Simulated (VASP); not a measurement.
# C in VASP: notebook

C is run at these levels: PBEsol+D3(BJ); tasks: single point.

Program: VASP 6.6.1. These are calculated values, not measurements. Logs are shortened: lines on timing, memory, paths and dates and some standing lists are left out, and cuts for length are marked.

## 1. The cell of the first run

Symmetry: Pmma, No. 51, orthorhombic system. Conventional cell: a = 2.458 Å, b = 3.529 Å, c = 4.257 Å, α = 90.00°, β = 90.00°, γ = 90.00°. Within 1.8 Å of C (site symmetry mm2) lie 3 C at 1.33 to 1.40 Å. Within 1.8 Å of C (site symmetry mm2) lie 3 C at 1.33 to 1.53 Å.

## 2. Single point, PBEsol+D3(BJ) (atoms displaced along several vibrational modes)

The input, INCAR:

```
SYSTEM = C
PREC = Accurate
ENCUT = 600
EDIFF = 1E-6
ISMEAR = 0
SIGMA = 0.15
LREAL = .False.
LASPH = .True.
NELM = 120
ALGO = Normal
ISIF = 2
LWAVE = .False.
LCHARG = .False.
GGA = PS
IVDW = 12
NBANDS = 16
GGA_COMPAT = .False.
```

The input, KPOINTS:

```
regular mesh
0
Gamma
  18 12 10
  0 0 0
```

The input, POSCAR:

```
C
1.0
   -2.4576582504      0.0000000000      0.0000000000
    0.0000000000      0.0000000000     -3.5294825081
    0.0000000000     -4.2567889574      0.0000000000
C
4
Direct
    0.5000000000      0.0000000000      0.1701904496
    0.0000000000      0.0000000000      0.6420001866
    0.0000000000      0.0000000000      0.3298095504
    0.5000000000      0.0000000000      0.8579998134
```

Potentials or basis: VASP PAW PBE potentials, release 64 (C).

On the command line:

```bash
cat potpaw_PBE.64/C/POTCAR > POTCAR
mpirun -np 1 vasp_std > vasp.out
```

OUTCAR:

```text
SYSTEM = C
   PREC = Accurate
   ENCUT = 600
   EDIFF = 1E-6
   ISMEAR = 0
   LREAL = .False.
   LASPH = .True.
   NELM = 120
   ISIF = 2
   GGA = PS
   IVDW = 12
 IVDW          = 12

 ion  position               nearest neighbor table
   1  0.500  0.000  0.170-   4 1.33   3 1.40   3 1.40
   2  0.000  0.000  0.642-   3 1.33   4 1.53   4 1.53
   3  0.000  0.000  0.330-   2 1.33   1 1.40   1 1.40
   4  0.500  0.000  0.858-   1 1.33   2 1.53   2 1.53

  LATTYP: Found a simple orthorhombic cell.
 ALAT       =     2.4576582504
 B/A-ratio  =     1.4361160701
 C/A-ratio  =     1.7320508076

  Lattice vectors:

 A1 = (  -2.4576582504,   0.0000000000,   0.0000000000)
 A2 = (   0.0000000000,   0.0000000000,  -3.5294825081)
 A3 = (   0.0000000000,  -4.2567889574,   0.0000000000)

Analysis of symmetry for initial positions (statically):
=====================================================================
 Subroutine PRICEL returns:
 Original cell was already a primitive cell.

 Routine SETGRP: Setting up the symmetry group for a
 simple orthorhombic supercell.

 Subroutine GETGRP returns: Found  8 space group operations
 (whereof  4 operations were pure point group operations)
 out of a pool of  8 trial point group operations.

The static configuration has the point symmetry C_2v.
 The point group associated with its full space group is D_2h.

Analysis of symmetry for dynamics (positions and initial velocities):
=====================================================================
 Subroutine PRICEL returns:
 Original cell was already a primitive cell.

 Routine SETGRP: Setting up the symmetry group for a
 simple orthorhombic supercell.

 Subroutine GETGRP returns: Found  8 space group operations
 (whereof  4 operations were pure point group operations)
 out of a pool of  8 trial point group operations.

The dynamic configuration has the point symmetry C_2v.
 The point group associated with its full space group is D_2h.

 Subroutine INISYM returns: Found  8 space group operations
 (whereof  4 operations are pure point group operations),
 and found     1 'primitive' translations

----------------------------------------------------------------------------------------

                                     Primitive cell

  volume of cell :      36.9245

  direct lattice vectors                    reciprocal lattice vectors
    -2.457658250  0.000000000  0.000000000    -0.406891397  0.000000000  0.000000000
     0.000000000  0.000000000 -3.529482508     0.000000000  0.000000000 -0.283327654
     0.000000000 -4.256788957  0.000000000     0.000000000 -0.234918858  0.000000000

  length of vectors
     2.457658250  3.529482508  4.256788957     0.406891397  0.283327654  0.234918858

  position of ions in fractional coordinates (direct lattice)
     0.500000000  0.000000000  0.170190450
     0.000000000  0.000000000  0.642000187
     0.000000000  0.000000000  0.329809550
     0.500000000  0.000000000  0.857999813

  ion indices of the primitive-cell ions
   primitive index   ion index
                 1           1
                 2           2
                 3           3
                 4           4

----------------------------------------------------------------------------------------

 KPOINTS: regular mesh

Automatic generation of k-mesh.
 Grid dimensions read from file:
 generate k-points for:   18   12   10

 Generating k-lattice:

  Cartesian coordinates                     Fractional coordinates (reciprocal lattice)
    -0.022605078  0.000000000  0.000000000     0.055555556  0.000000000  0.000000000
     0.000000000  0.000000000 -0.023610638     0.000000000  0.083333333  0.000000000
     0.000000000 -0.023491886  0.000000000     0.000000000  0.000000000  0.100000000

  Length of vectors
     0.022605078  0.023610638  0.023491886

  Shift w.r.t. Gamma in fractional coordinates (k-lattice)
     0.000000000  0.000000000  0.000000000

 Subroutine IBZKPT returns following result:
 ===========================================

 Found    420 irreducible k-points:

 Following reciprocal coordinates:
            Coordinates               Weight
  0.000000  0.000000  0.000000      1.000000
  0.055556  0.000000  0.000000      2.000000
  0.111111  0.000000  0.000000      2.000000
  0.166667  0.000000  0.000000      2.000000
  0.222222  0.000000  0.000000      2.000000
  0.277778  0.000000  0.000000      2.000000
[... 16 lines left out ...]
  0.111111  0.166667  0.000000      4.000000
  0.166667  0.166667  0.000000      4.000000
 [... further k-points ...]
   k-points           NKPTS =    420   k-points in BZ     NKDIM =    420   number of bands    NBANDS=     16
   number of dos      NEDOS =    301   number of ions     NIONS =      4
   total plane-waves  NPLWV =  20160
   dimension x,y,z NGX =    20 NGY =   28 NGZ =   36
   dimension x,y,z NGXF=    40 NGYF=   56 NGZF=   72
   ions per type =               4
   NGX,Y,Z   is equivalent  to a cutoff of  13.53, 13.19, 14.06 a.u.
   NGXF,Y,Z  is equivalent  to a cutoff of  27.06, 26.38, 28.12 a.u.
 SYSTEM =  C
   PREC   = accura    normal or accurate (medium, high low for compatibility)
   ISTART =      0    job   : 0-new  1-cont  2-samecut
   ICHARG =      2    charge: 1-file 2-atom 10-const
   ISPIN  =      1    spin polarized calculation?
   LNONCOLLINEAR =      F non collinear calculations
   LSORBIT =      F    spin-orbit coupling
   LASPH  =      T    aspherical Exc in radial PAW
   ENCUT  =  600.0 eV  44.10 Ry    6.64 a.u.   4.91  7.05  8.50*2*pi/ulx,y,z
   NELM   =    120;   NELMIN=  2; NELMDL= -5     # of ELM steps
   EDIFF  = 0.1E-05   stopping-criterion for ELM
   LREAL  =      F    real-space projection
   EDIFFG = 0.1E-04   stopping-criterion for IOM
   NSW    =      0    number of steps for IOM
   IBRION =     -1    ionic relax: 0-MD 1-quasi-New 2-CG
   NFREE  =      0    steps in history (QN), initial steepest desc. (CG)
   ISIF   =      2    stress and relaxation
   ISYM   =      2    0-nonsym 1-usesym 2-fastsym
   POTIM  = 0.5000    time-step for ionic-motion
   TEBEG  =    0.0;   TEEND  =   0.0 temperature during run
   PSTRESS=    0.0 pullay stress
   NELECT =      16.0000    total number of electrons
   NUPDOWN=      -1.0000    fix difference up-down
   EMIN   =  10.00;   EMAX   =-10.00  energy-range for DOS
   EFERMI =   0.00;   METHOD = LEGACY
   ISMEAR =     0;   SIGMA  =   0.15  broadening in eV -4-tet -1-fermi 0-gaus
   EFERMI_NEDOS =   21; number of points for ismear=-14 and -15
   IALGO  =     38    algorithm
   IMIX   =      4    mixing-type and parameters
     AMIX     =   0.40;   BMIX     =  1.00
     AMIX_MAG =   1.60;   BMIX_MAG =  1.00
  volume/ion in A,a.u.               =       9.23        62.29
  Fermi-wavevector in a.u.,A,eV,Ry     =   1.238825  2.341040 20.880688  1.534687
  Thomas-Fermi vector in A             =   2.373334
   LORBIT       =      0    0 simple, 1 ext, 2 COOP (PROOUT), +10 PAW based schemes
   GGA     = PS    functional components
   LHFCALC =     F    Hartree Fock is set to
   AEXX    =    0.0000 exact exchange contribution
   IVDW    =    12    specifies the selected vdW correction
   LEPSILON=     F    determine dielectric tensor
   LRPA    =     F    only Hartree local field effects (RPA)
 non-spin polarized calculation
 Gauss-broadening in eV      SIGMA  =   0.15
  energy-cutoff  :      600.00
  volume of cell :       36.92
 maximum number of plane-waves:      1256
 NGX is ok and might be reduce to    20
   NGX =  9   NGY = 15   NGZ = 17

 number of electron      16.0000001 magnetization

 Free energy of the ion-electron system (eV)
  ---------------------------------------------------
  ext. energy  EPLUGINS =         0.00000000
  ---------------------------------------------------
  free energy    TOTEN  =       -37.55477116 eV

  energy without entropy =      -37.55342346  energy(sigma->0) =      -37.55409731

 E-fermi :   4.1114     XC(G=0): -10.1875

 val. band max:        4.0717178660   @ k =   0.3333   0.0000   0.0000
 cond. band min:       4.1217319482   @ k =   0.2778   0.2500   0.0000
 fundamental gap:      0.0500140822
 Fermi energy:         4.1114178578

 k-point     1 :       0.0000    0.0000    0.0000
  band No.  band energies     occupation
      1     -15.5296      2.00000
      2      -9.9328      2.00000
      3      -9.5557      2.00000
      4      -2.7753      2.00000
      5      -2.1617      2.00000
      6       0.1050      2.00000
[... 8 lines left out ...]
     15      15.2180      0.00000
     16      16.0738      0.00000

 k-point     2 :       0.0556    0.0000    0.0000
  band No.  band energies     occupation
      1     -15.4744      2.00000
      2      -9.8886      2.00000
      3      -9.5047      2.00000
      4      -2.7130      2.00000
      5      -2.4017      2.00000
      6      -0.0037      2.00000
[... 8 lines left out ...]
     15      15.2711      0.00000
     16      15.8978      0.00000

 k-point     3 :       0.1111    0.0000    0.0000
  band No.  band energies     occupation
      1     -15.3088      2.00000
      2      -9.7590      2.00000
      3      -9.3522      2.00000
      4      -3.0538      2.00000
      5      -2.5265      2.00000
      6      -0.3218      2.00000
[... 8 lines left out ...]
     15      15.4282      0.00000
     16      15.7146      0.00000

 k-point     4 :       0.1667    0.0000    0.0000
  band No.  band energies     occupation
      1     -15.0337      2.00000
      2      -9.5534      2.00000
      3      -9.0982      2.00000
      4      -3.9687      2.00000
      5      -2.2184      2.00000
      6      -0.8251      2.00000
[... 8 lines left out ...]
     15      15.6833      0.00000
     16      16.9245      0.00000
[... 324 lines left out ...]
 k-point    22 :       0.0556    0.1667    0.0000
  band No.  band energies     occupation
      1     -15.4258      2.00000
      2      -9.8614      2.00000
      3      -9.4663      2.00000
      4      -3.1467      2.00000
      5      -2.3924      2.00000
      6       0.0032      2.00000
[... 8 lines left out ...]
     15      15.8438      0.00000
     16      16.2398      0.00000

 k-point    23 :       0.1111    0.1667    0.0000
  band No.  band energies     occupation
      1     -15.2607      2.00000
      2      -9.7317      2.00000
      3      -9.3142      2.00000
      4      -3.0419      2.00000
      5      -2.9568      2.00000
      6      -0.3147      2.00000
[... 8 lines left out ...]
     15      15.7438      0.00000
     16      16.3868      0.00000

 k-point    24 :       0.1667    0.1667    0.0000
  band No.  band energies     occupation
      1     -14.9865      2.00000
      2      -9.5266      2.00000
      3      -9.0610      2.00000
      4      -3.9533      2.00000
      5      -2.6427      2.00000
      6      -0.8175      2.00000
[... 8 lines left out ...]
     15      16.6224      0.00000
     16      16.9732      0.00000

 [... further k-points ...]

------------------------ aborting loop because EDIFF is reached ----------------------------------------

 Edisp (eV)   -0.41323

 E8    (eV) :    -0.2007

  FORCE on cell =-STRESS in cart. coord.  units (eV):
  Direction    XX          YY          ZZ          XY          YZ          ZX
  --------------------------------------------------------------------------------------
  -------------------------------------------------------------------------------------
  Total       0.61317     4.20776    -0.11108     0.00000     0.00000     0.00000
  in kB      26.60568   182.57722    -4.82002     0.00000     0.00000     0.00000
  external pressure =       68.12 kB  Pullay stress =        0.00 kB

 VOLUME and BASIS-vectors are now :
 -----------------------------------------------------------------------------
  energy-cutoff  :      600.00
  volume of cell :       36.92
      direct lattice vectors                 reciprocal lattice vectors
    -2.457658250  0.000000000  0.000000000    -0.406891397  0.000000000  0.000000000
     0.000000000  0.000000000 -3.529482508     0.000000000  0.000000000 -0.283327654
     0.000000000 -4.256788957  0.000000000     0.000000000 -0.234918858  0.000000000

 POSITION                                       TOTAL-FORCE (eV/Angst)
 -----------------------------------------------------------------------------------
     -1.22883     -0.72446      0.00000         0.000000     -0.823629      0.000000
      0.00000     -2.73286      0.00000         0.000000     -9.588620      0.000000
      0.00000     -1.40393      0.00000         0.000000      0.823629      0.000000
     -1.22883     -3.65232      0.00000         0.000000      9.588620      0.000000
 -----------------------------------------------------------------------------------
    total drift:                               -0.000000     -0.000000      0.000000

  FREE ENERGIE OF THE ION-ELECTRON SYSTEM (eV)
  ---------------------------------------------------
  free  energy   TOTEN  =       -37.9679982742 eV

  energy  without entropy=      -37.9666505784  energy(sigma->0) =      -37.96732443
```

Wall time 8 min (1 thread of Intel Xeon 8259CL, shared host); peak memory 0.33 GiB.

What came out:

```
Free energy                : -37.9680 eV
Pressure                   : 6.8 GPa
Largest force              : 9.589 eV/Å
Band gap on the k mesh     : zero (bands 8 and 9 overlap by 0.95 eV)
Dispersion energy per atom : -0.103 eV
```

Forces in eV/Å, atoms in the order of the input:
```
C    0.000 -0.824  0.000
C    0.000 -9.589  0.000
C    0.000  0.824  0.000
C    0.000  9.589  0.000
```

Levels at points of the mesh, in eV from the Fermi level:
```
           k point  band 5  band 6  band 7  band 8  band 9  band 10  band 11  band 12
(0.00, 0.00, 0.00)   -6.27   -4.01   -1.07   -0.90    1.37     3.78     6.60     7.40
(0.50, 0.00, 0.00)   -9.23   -9.23   -2.37   -2.37    4.04     4.04     8.97     8.97
(0.00, 0.50, 0.00)   -6.24   -3.98   -2.11   -1.04    0.12     6.66     7.66     9.27
(0.50, 0.50, 0.00)   -9.14   -9.14   -3.53   -3.53    3.09     3.09     9.89     9.89
(0.00, 0.00, 0.50)   -5.63   -5.62   -4.47   -2.82    5.45     5.79     6.84     7.99
(0.50, 0.00, 0.50)   -6.38   -6.38   -2.11   -2.11    3.13     3.13     6.69     6.69
(0.00, 0.50, 0.50)   -7.02   -6.02   -5.59   -2.78    6.15     7.50     8.15     9.57
(0.50, 0.50, 0.50)   -6.34   -6.34   -3.15   -3.15    1.60     1.60     6.95     6.95
```

Caveat: the cell differs from its parent crystal (atoms displaced along several vibrational modes); the stress differs along the axes, from -0 to 18 GPa; the PAW data sets were made with another functional, which shifts forces and pressure a little.

[end of part 1 of 3]

The gap in the log of VASP goes by the Fermi energy; the results here count the filled bands.